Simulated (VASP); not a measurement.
Al3Cu: single point with PBEsol

Al3Cu:

```xyz
4
Lattice="3.6977 0.0000 0.0000 0.0000 3.8924 0.0000 0.0000 0.0000 3.8924" Properties=species:S:1:pos:R:3 pbc="T T T"
Al    0.0000    1.9462    1.9462
Al    1.8489    0.0000    1.9462
Al    1.8489    1.9462    0.0000
Cu    0.0000    0.0000    0.0000
```

This cell differs from its parent crystal: strain -0.0500 x Voigt [1, 0, 0, 0, 0, 0].

| Quantity | Value |
| --- | --- |
| Program | VASP 6.6.1 |
| Task | single point |
| Functional | PBEsol |
| Potentials or basis | VASP PAW PBE potentials, release 64 (Al, Cu) |
| Cutoff | 520 eV |
| k mesh | 12 × 12 × 12 |
| Occupations | gaussian, width 0.15 eV |
| Spin | no spin polarisation |

| Quantity | Value |
| --- | --- |
| Pressure | 5.5 GPa |
| Band gap on the k mesh | zero (bands 10 and 11 overlap by 4.01 eV) |

Stress tensor (GPa, compression positive):
```
9.64 0.00 0.00
0.00 3.49 0.00
0.00 0.00 3.49
```

Levels at points of the mesh, in eV from the Fermi level:
```csv
k point,band 7,band 8,band 9,band 10,band 11,band 12,band 13,band 14
"(0.00, 0.00, 0.00)",-2.83,-2.83,-1.94,-0.80,0.30,1.11,6.44,6.44
"(0.50, 0.00, 0.00)",-3.51,0.04,0.04,0.31,0.31,0.47,2.12,2.12
"(0.00, 0.50, 0.00)",-3.62,-0.14,0.03,0.51,0.71,0.75,2.32,2.60
"(0.50, 0.50, 0.00)",-3.60,-3.44,-3.24,1.15,2.81,3.08,3.10,3.61
"(0.00, 0.50, 0.50)",-3.62,-3.55,-3.22,1.75,3.44,3.44,3.80,4.47
"(0.50, 0.50, 0.50)",-4.15,-3.61,-3.56,-2.58,-1.97,-1.86,-1.86,11.84
```

It took 5.8 min on 1 thread of Intel Xeon 8259CL (shared host), peak memory 0.3 GiB.

Caveat: the cell differs from its parent crystal (strain -0.0500 x Voigt [1, 0, 0, 0, 0, 0]); the cell stands under pressure; the PAW data sets were made with another functional, which shifts forces and pressure a little.
